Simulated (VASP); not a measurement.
Si:

```
CELL_PARAMETERS angstrom
-2.40258 2.40258 1.34676
2.40258 -2.40258 1.34676
2.40258 2.40258 -1.34676
ATOMIC_POSITIONS crystal
Si 0.50000 0.50000 0.00000
Si 0.25000 0.75000 0.50000
```

Base run:

```yaml
Program: VASP 6.6.1
Functional: PBE
Potentials_or_basis: VASP PAW PBE potentials, release 64 (Si)
Cutoff: 520 eV
k_mesh: 11 × 11 × 11
Occupations: fermi-dirac, width 0.05 eV
Spin: no spin polarisation
```

Its results: band gap on the k mesh zero (band 4 reaches 11.21 eV, above the bottom of band 5 at 5.39 eV); pressure -1.2 GPa.

Problem. The run is repeated on the same cell with these changes: functional from PBE to PBEsol. What comes out?

Solution. Band gap on the k mesh zero (band 4 reaches 11.16 eV, above the bottom of band 5 at 5.33 eV); pressure -3.4 GPa.

PBEsol binds more tightly than PBE, so the same cell stands under less pressure.

Caveats: the PAW data sets were made with another functional, which shifts forces and pressure a little (some runs).
